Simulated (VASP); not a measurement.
# Ga2O3 (C2/m) in VASP: further runs

Runs on Ga2O3. Level: LDA. Tasks: single point, relaxation of cell and atoms.

Everything below comes from runs of VASP 6.6.1. Logs are shortened: lines on timing, memory, paths and dates and some standing lists are left out, and cuts for length are marked.

**1. The cell of the first run**

The structure is monoclinic, space group C2/m (No. 12). The conventional cell has a = 12.124 Å, b = 3.018 Å, c = 5.752 Å, α = 90.00°, β = 103.76°, γ = 90.00°. Ga (site symmetry m) has 4 O at 1.82 to 1.85 Å within 2.4 Å. Ga (site symmetry m) has 6 O at 1.92 to 2.05 Å within 2.5 Å. O (site symmetry m) has 3 Ga at 1.82 to 1.93 Å within 2.4 Å. Within 2.7 Å of O (site symmetry m) lie 4 Ga at 1.85 to 2.05 Å and 3 O at 2.58 to 2.63 Å. Within 2.4 Å of O (site symmetry m) lie 3 Ga at 1.83 to 1.92 Å.

**2. Single point, LDA**

Contents of INCAR:

```
ALGO = Normal ; EDIFF = 1E-7
ENCUT = 520 ; GGA = CA
ISIF = 2 ; ISMEAR = 0
LASPH = T ; LCHARG = F
LREAL = F ; LWAVE = F
NBANDS = 55 ; NELM = 80
PREC = Accurate ; SIGMA = 0.01
```

Contents of KPOINTS:

```
k-points
0
Gamma
  4 4 4
```

Contents of POSCAR:

```
Ga2O3
1.0
    6.0620321639     -1.5090441977      0.0041037470
    6.0620321639      1.5090441977      0.0041037470
   -1.3720001858      0.0000000000      5.5857367993
Ga O
4 6
Direct
    0.0907580231      0.0907580231      0.7951554941
    0.9092419769      0.9092419769      0.2048445059
    0.6588755589      0.6588755589      0.3142861112
    0.3411244411      0.3411244411      0.6857138888
    0.1657139071      0.1657139071      0.1094782226
    0.8342860929      0.8342860929      0.8905217774
    0.1730645606      0.1730645606      0.5621442463
    0.8269354394      0.8269354394      0.4378557537
    0.4963392415      0.4963392415      0.2556872832
    0.5036607585      0.5036607585      0.7443127168
```

Potentials or basis: VASP PAW LDA potentials, release 64 (Ga_d, O).

On the command line:

```sh
$ cat potpaw_LDA.64/Ga_d/POTCAR potpaw_LDA.64/O/POTCAR > POTCAR
$ mpirun -np 1 vasp_std > vasp.out
```

OUTCAR:

```text
EDIFF = 1E-7
   ENCUT = 520
   GGA = CA
   ISIF = 2
   ISMEAR = 0
   LASPH = T
   LREAL = F
   NELM = 80
   PREC = Accurate

 ion  position               nearest neighbor table
   1  0.091  0.091  0.795-   5 1.82  10 1.83  10 1.83   7 1.85
   2  0.909  0.909  0.205-   6 1.82   9 1.83   9 1.83   8 1.85
   3  0.659  0.659  0.314-   9 1.92   5 1.93   5 1.93   8 1.99   7 2.05   7 2.05
   4  0.341  0.341  0.686-  10 1.92   6 1.93   6 1.93   7 1.99   8 2.05   8 2.05
   5  0.166  0.166  0.109-   1 1.82   3 1.93   3 1.93
   6  0.834  0.834  0.891-   2 1.82   4 1.93   4 1.93
   7  0.173  0.173  0.562-   1 1.85   4 1.99   3 2.05   3 2.05
   8  0.827  0.827  0.438-   2 1.85   3 1.99   4 2.05   4 2.05
   9  0.496  0.496  0.256-   2 1.83   2 1.83   3 1.92
  10  0.504  0.504  0.744-   1 1.83   1 1.83   4 1.92

  LATTYP: Found a base centered monoclinic cell.
 ALAT       =    12.1240671059
 B/A-ratio  =     0.2489336597
 C/A-ratio  =     0.4744091551
 COS(beta)  =    -0.2378778933

  Lattice vectors:

 A1 = (   6.0620321639,  -1.5090441977,   0.0041037470)
 A2 = (   6.0620321639,   1.5090441977,   0.0041037470)
 A3 = (  -1.3720001858,   0.0000000000,   5.5857367993)

Analysis of symmetry for initial positions (statically):
=====================================================================
 Subroutine PRICEL returns:
 Original cell was already a primitive cell.

 Routine SETGRP: Setting up the symmetry group for a
 base centered monoclinic supercell.

 Subroutine GETGRP returns: Found  4 space group operations
 (whereof  4 operations were pure point group operations)
 out of a pool of  4 trial point group operations.

The static configuration has the point symmetry C_2h.

Analysis of symmetry for dynamics (positions and initial velocities):
=====================================================================
 Subroutine PRICEL returns:
 Original cell was already a primitive cell.

 Routine SETGRP: Setting up the symmetry group for a
 base centered monoclinic supercell.

 Subroutine GETGRP returns: Found  4 space group operations
 (whereof  4 operations were pure point group operations)
 out of a pool of  4 trial point group operations.

The dynamic configuration has the point symmetry C_2h.

 Subroutine INISYM returns: Found  4 space group operations
 (whereof  4 operations are pure point group operations),
 and found     1 'primitive' translations

----------------------------------------------------------------------------------------

                                     Primitive cell

  volume of cell :     102.2122

  direct lattice vectors                    reciprocal lattice vectors
     6.062032164 -1.509044198  0.004103747     0.082466879 -0.331335557  0.020255980
     6.062032164  1.509044198  0.004103747     0.082466879  0.331335557  0.020255980
    -1.372000186  0.000000000  5.585736799    -0.000121174  0.000000000  0.178997648

  length of vectors
     6.247036512  6.247036512  5.751768432     0.342044357  0.342044357  0.178997689

  position of ions in fractional coordinates (direct lattice)
     0.090758023  0.090758023  0.795155494
     0.909241977  0.909241977  0.204844506
     0.658875559  0.658875559  0.314286111
     0.341124441  0.341124441  0.685713889
     0.165713907  0.165713907  0.109478223
     0.834286093  0.834286093  0.890521777
     0.173064561  0.173064561  0.562144246
     0.826935439  0.826935439  0.437855754
     0.496339242  0.496339242  0.255687283
     0.503660758  0.503660758  0.744312717

  ion indices of the primitive-cell ions
   primitive index   ion index
                 1           1
                 2           2
                 3           3
                 4           4
                 5           5
                 6           6
                 7           7
                 8           8
                 9           9
                10          10

----------------------------------------------------------------------------------------

 KPOINTS: k-points

Automatic generation of k-mesh.
 Grid dimensions read from file:
 generate k-points for:    4    4    4

 Generating k-lattice:

  Cartesian coordinates                     Fractional coordinates (reciprocal lattice)
     0.020616720 -0.082833889  0.005063995     0.250000000  0.000000000  0.000000000
     0.020616720  0.082833889  0.005063995     0.000000000  0.250000000  0.000000000
    -0.000030294  0.000000000  0.044749412     0.000000000  0.000000000  0.250000000

  Length of vectors
     0.085511089  0.085511089  0.044749422

  Shift w.r.t. Gamma in fractional coordinates (k-lattice)
     0.000000000  0.000000000  0.000000000

 Subroutine IBZKPT returns following result:
 ===========================================

 Found     24 irreducible k-points:

 Following reciprocal coordinates:
            Coordinates               Weight
  0.000000  0.000000  0.000000      1.000000
  0.250000  0.000000 -0.000000      4.000000
  0.500000  0.000000 -0.000000      2.000000
  0.250000  0.250000 -0.000000      2.000000
  0.500000  0.250000  0.000000      4.000000
 -0.250000  0.250000  0.000000      2.000000
[... 16 lines left out ...]
 -0.250000  0.250000  0.500000      2.000000
  0.500000  0.500000  0.500000      1.000000
   k-points           NKPTS =     24   k-points in BZ     NKDIM =     24   number of bands    NBANDS=     55
   number of dos      NEDOS =    301   number of ions     NIONS =     10
   total plane-waves  NPLWV = 110592
   dimension x,y,z NGX =    48 NGY =   48 NGZ =   48
   dimension x,y,z NGXF=    96 NGYF=   96 NGZF=   96
   ions per type =               4   6
   NGX,Y,Z   is equivalent  to a cutoff of  12.77, 12.77, 13.87 a.u.
   NGXF,Y,Z  is equivalent  to a cutoff of  25.55, 25.55, 27.75 a.u.
 SYSTEM =  unknown system
   PREC   = accura    normal or accurate (medium, high low for compatibility)
   ISTART =      0    job   : 0-new  1-cont  2-samecut
   ICHARG =      2    charge: 1-file 2-atom 10-const
   ISPIN  =      1    spin polarized calculation?
   LNONCOLLINEAR =      F non collinear calculations
   LSORBIT =      F    spin-orbit coupling
   LASPH  =      T    aspherical Exc in radial PAW
   ENCUT  =  520.0 eV  38.22 Ry    6.18 a.u.  11.62 11.62 10.69*2*pi/ulx,y,z
   NELM   =     80;   NELMIN=  2; NELMDL= -5     # of ELM steps
   EDIFF  = 0.1E-06   stopping-criterion for ELM
   LREAL  =      F    real-space projection
   EDIFFG = 0.1E-05   stopping-criterion for IOM
   NSW    =      0    number of steps for IOM
   IBRION =     -1    ionic relax: 0-MD 1-quasi-New 2-CG
   NFREE  =      0    steps in history (QN), initial steepest desc. (CG)
   ISIF   =      2    stress and relaxation
   ISYM   =      2    0-nonsym 1-usesym 2-fastsym
   POTIM  = 0.5000    time-step for ionic-motion
   TEBEG  =    0.0;   TEEND  =   0.0 temperature during run
   PSTRESS=    0.0 pullay stress
   NELECT =      88.0000    total number of electrons
   NUPDOWN=      -1.0000    fix difference up-down
   EMIN   =  10.00;   EMAX   =-10.00  energy-range for DOS
   EFERMI =   0.00;   METHOD = LEGACY
   ISMEAR =     0;   SIGMA  =   0.01  broadening in eV -4-tet -1-fermi 0-gaus
   EFERMI_NEDOS =   21; number of points for ismear=-14 and -15
   IALGO  =     38    algorithm
   IMIX   =      4    mixing-type and parameters
     AMIX     =   0.40;   BMIX     =  1.00
     AMIX_MAG =   1.60;   BMIX_MAG =  1.00
  volume/ion in A,a.u.               =      10.22        68.98
  Fermi-wavevector in a.u.,A,eV,Ry     =   1.557405  2.943068 33.001051  2.425509
  Thomas-Fermi vector in A             =   2.661060
   LORBIT       =      0    0 simple, 1 ext, 2 COOP (PROOUT), +10 PAW based schemes
   GGA     = CA    functional components
   LHFCALC =     F    Hartree Fock is set to
   AEXX    =    0.0000 exact exchange contribution
   IVDW    =     0    specifies the selected vdW correction
   LEPSILON=     F    determine dielectric tensor
   LRPA    =     F    only Hartree local field effects (RPA)
 non-spin polarized calculation
 Gauss-broadening in eV      SIGMA  =   0.01
  energy-cutoff  :      520.00
  volume of cell :      102.21
 maximum number of plane-waves:      2772
 NGX is ok and might be reduce to    48
   NGX = 23   NGY = 23   NGZ = 21

 number of electron      88.0000016 magnetization

 Free energy of the ion-electron system (eV)
  ---------------------------------------------------
  ext. energy  EPLUGINS =         0.00000000
  ---------------------------------------------------
  free energy    TOTEN  =       -68.20911496 eV

  energy without entropy =      -68.20911496  energy(sigma->0) =      -68.20911496

 E-fermi :   3.8989     XC(G=0): -12.3378

 val. band max:        3.8352570141   @ k =   0.5000   0.5000   0.5000
 cond. band min:       6.3582882127   @ k =   0.0000   0.0000   0.0000
 fundamental gap:      2.5230311986
 Fermi energy:         3.8989328314

 k-point     1 :       0.0000    0.0000    0.0000
  band No.  band energies     occupation
      1     -15.0694      2.00000
      2     -13.7739      2.00000
      3     -13.7584      2.00000
      4     -13.6540      2.00000
      5     -13.1266      2.00000
      6     -13.1215      2.00000
[... 47 lines left out ...]
     54      16.0997      0.00000
     55      16.5230      0.00000

 k-point     2 :       0.2500    0.0000   -0.0000
  band No.  band energies     occupation
      1     -14.5819      2.00000
      2     -13.7131      2.00000
      3     -13.6031      2.00000
      4     -13.4259      2.00000
      5     -13.1409      2.00000
      6     -13.1266      2.00000
[... 47 lines left out ...]
     54      14.5193      0.00000
     55      15.3608      0.00000
[... 1216 lines left out ...]
     54      15.4530      0.00000
     55      15.6975      0.00000

 k-point    24 :       0.5000    0.5000    0.5000
  band No.  band energies     occupation
      1     -14.6260      2.00000
      2     -14.1517      2.00000
      3     -13.9632      2.00000
      4     -13.6249      2.00000
      5     -13.2910      2.00000
      6     -13.0007      2.00000
[... 47 lines left out ...]
     54      15.8939      0.00000
     55      16.7433      0.00000

------------------------ aborting loop because EDIFF is reached ----------------------------------------

  FORCE on cell =-STRESS in cart. coord.  units (eV):
  Direction    XX          YY          ZZ          XY          YZ          ZX
  --------------------------------------------------------------------------------------
  -------------------------------------------------------------------------------------
  Total        1.0762242      1.3272597      1.1700985      0.0000000      0.0000000      0.0275986
  in kB       16.8698210     20.8048044     18.3413008      0.0000000      0.0000000      0.4326075
  external PRESSURE =      18.6719754 kB  Pullay stress =       0.0000000 kB

 VOLUME and BASIS-vectors are now :
 -----------------------------------------------------------------------------
  energy-cutoff  :      520.00
  volume of cell :      102.21
      direct lattice vectors                 reciprocal lattice vectors
     6.062032164 -1.509044198  0.004103747     0.082466879 -0.331335557  0.020255980
     6.062032164  1.509044198  0.004103747     0.082466879  0.331335557  0.020255980
    -1.372000186  0.000000000  5.585736799    -0.000121174  0.000000000  0.178997648

 POSITION                                       TOTAL-FORCE (eV/Angst)
 -----------------------------------------------------------------------------------
      0.00940      0.00000      4.44227         0.026586      0.000000     -0.005637
     10.74266      0.00000      1.15167        -0.026586      0.000000      0.005637
      7.55705      0.00000      1.76093        -0.005766      0.000000      0.025642
      3.19502      0.00000      3.83302         0.005766      0.000000     -0.025642
      1.85892      0.00000      0.61288         0.057117      0.000000      0.024670
      8.89314      0.00000      4.98107        -0.057117      0.000000     -0.024670
      1.32698      0.00000      3.14141         0.011671      0.000000     -0.040338
      9.42508      0.00000      2.45253        -0.011671      0.000000      0.040338
      5.66685      0.00000      1.43228         0.062775      0.000000      0.025459
      5.08522      0.00000      4.16167        -0.062775      0.000000     -0.025459
 -----------------------------------------------------------------------------------
    total drift:                                0.000000     -0.000000     -0.000000

  FREE ENERGIE OF THE ION-ELECTRON SYSTEM (eV)
  ---------------------------------------------------
  free  energy   TOTEN  =       -68.2091149553 eV

  energy  without entropy=      -68.2091149553  energy(sigma->0) =      -68.20911496
```

Wall time 4.5 min (1 thread of Intel Xeon Platinum 8488C (Sapphire Rapids), shared host); peak memory 0.3 GiB.

Results:

- Free energy: -68.2091 eV
- Pressure: 1.9 GPa
- Largest force: 0.068 eV/Å
- Band gap on the k mesh: 2.52 eV

Forces on the atoms (eV/Å):
```
Ga   0.027  0.000 -0.006
Ga  -0.027  0.000  0.006
Ga  -0.006  0.000  0.026
Ga   0.006  0.000 -0.026
O    0.057  0.000  0.025
O   -0.057  0.000 -0.025
O    0.012  0.000 -0.040
O   -0.012  0.000  0.040
O    0.063  0.000  0.025
O   -0.063  0.000 -0.025
```

Caveat: the k points lie up to 0.54 Å⁻¹ apart.

**3. Relaxation of cell and atoms, LDA**

This run uses another cell than the first one, of 10.44 Å³/atom.

Contents of INCAR:

```
  PREC = Accurate
  ENCUT = 600
  EDIFF = 1E-7
  ISMEAR = 0
  SIGMA = 0.01
  LREAL = F
  LASPH = T
  NELM = 60
  ALGO = Normal
  ISIF = 3
  LWAVE = F
  LCHARG = F
  GGA = CA
  IBRION = 2
  NSW = 100
  EDIFFG = -0.003
```

Contents of KPOINTS:

```
Automatic mesh
0
Gamma
  4 4 4
```

Contents of POSCAR:

```
Ga2O3
1.0
    6.1070000000     -1.5185500000      0.0000000000
    6.1070000000      1.5185500000      0.0000000000
   -1.3859888959      0.0000000000      5.6300087380
Ga O
4 6
Direct
    0.0905000000      0.0905000000      0.7946000000
    0.9095000000      0.9095000000      0.2054000000
    0.6586600000      0.6586600000      0.3140200000
    0.3413400000      0.3413400000      0.6859800000
    0.1645000000      0.1645000000      0.1098000000
    0.8355000000      0.8355000000      0.8902000000
    0.1733000000      0.1733000000      0.5632000000
    0.8267000000      0.8267000000      0.4368000000
    0.4959000000      0.4959000000      0.2566000000
    0.5041000000      0.5041000000      0.7434000000
```

Potentials or basis: VASP PAW LDA potentials, release 64 (Ga_d, O).

On the command line:

```sh
$ cat potpaw_LDA.64/Ga_d/POTCAR potpaw_LDA.64/O/POTCAR > POTCAR
$ mpirun -np 1 vasp_std > vasp.out
```

Wall time 45 min (1 thread of Intel Xeon Platinum 8488C (Sapphire Rapids), shared host); peak memory 0.35 GiB.

It converged, with:

| Item | Value |
| --- | --- |
| Free energy | -68.2374 eV |
| Relaxed volume | 10.29 Å³/atom |
| Relaxed cell | a = 6.257 Å, b = 6.257 Å, c = 5.765 Å, α = 103.34°, β = 103.34°, γ = 27.99° |
| Space group after relaxing (to 0.1 Å) | C2/m (No. 12) |
| Energy gained by relaxing | 1.4 meV/atom |
| Ionic steps | 20 |
| Pressure after relaxing | 0.0 GPa |
| Band gap on the k mesh | 2.46 eV (least direct gap 2.46 eV) |

Forces in eV/Å, atoms in the order of the input:
```
Ga   0.001  0.000  0.000
Ga  -0.001  0.000  0.000
Ga  -0.002  0.000  0.001
Ga   0.002  0.000 -0.001
O    0.000  0.000  0.002
O    0.000  0.000 -0.002
O    0.001  0.000 -0.002
O   -0.001  0.000  0.002
O   -0.002  0.000  0.000
O    0.002  0.000  0.000
```

Step by step:
```csv
step,energy change (eV),largest force (eV/Å),pressure (GPa),volume (Å³)
1,0.0000,0.0968,-2.61,104.42
2,-0.0023,0.1724,2.61,101.87
3,-0.0120,0.0809,0.07,103.07
4,-0.0129,0.0555,-0.03,103.04
5,-0.0129,0.0558,-0.03,103.04
6,-0.0133,0.0383,0.01,103.00
7,-0.0134,0.0543,0.02,102.97
8,-0.0136,0.0241,0.00,102.96
9,-0.0138,0.0269,-0.03,102.95
10,-0.0138,0.0280,-0.04,102.94
11,-0.0139,0.0263,0.00,102.91
12,-0.0139,0.0249,0.06,102.87
13,-0.0140,0.0181,-0.01,102.89
14,-0.0140,0.0170,-0.06,102.90
15,-0.0141,0.0083,0.02,102.86
16,-0.0141,0.0075,-0.01,102.87
17,-0.0141,0.0075,0.01,102.87
18,-0.0141,0.0042,0.01,102.87
19,-0.0141,0.0049,0.01,102.87
20,-0.0141,0.0022,-0.02,102.87
```

Final structure:
```cif
data_structure
_symmetry_space_group_name_H-M 'P 1'
_symmetry_Int_Tables_number 1
_cell_length_a 6.2571
_cell_length_b 6.2571
_cell_length_c 5.7646
_cell_angle_alpha 103.335
_cell_angle_beta 103.335
_cell_angle_gamma 27.986
_cell_volume 102.87
loop_
_atom_site_label
_atom_site_type_symbol
_atom_site_fract_x
_atom_site_fract_y
_atom_site_fract_z
_atom_site_occupancy
Ga1 Ga 0.09087 0.09087 0.79531 1
Ga2 Ga 0.90913 0.90913 0.20469 1
Ga3 Ga 0.65894 0.65894 0.31433 1
Ga4 Ga 0.34106 0.34106 0.68567 1
O1 O 0.16614 0.16614 0.10962 1
O2 O 0.83386 0.83386 0.89038 1
O3 O 0.17296 0.17296 0.56165 1
O4 O 0.82704 0.82704 0.43835 1
O5 O 0.49639 0.49639 0.25549 1
O6 O 0.50361 0.50361 0.74451 1
```

Levels at points of the mesh, in eV from the valence-band top:
```tsv
k point	band 41	band 42	band 43	band 44	band 45	band 46	band 47	band 48
(0.00, 0.00, 0.00)	-0.69	-0.50	-0.28	-0.01	2.46	5.64	6.60	6.76
(0.50, 0.00, 0.00)	-0.77	-0.74	-0.46	-0.11	5.56	6.49	7.21	7.45
(0.50, 0.50, 0.00)	-0.69	-0.68	-0.41	-0.15	4.59	4.87	5.65	6.55
(0.00, 0.00, 0.50)	-0.71	-0.66	-0.49	-0.29	4.82	4.90	6.75	7.15
(0.50, 0.00, 0.50)	-1.13	-1.10	-0.76	-0.67	6.89	6.91	7.77	7.95
(0.50, 0.50, 0.50)	-0.67	-0.60	-0.60	0.00	5.22	5.30	6.27	6.55
```

Caveat: the k points lie up to 0.54 Å⁻¹ apart in the final cell.
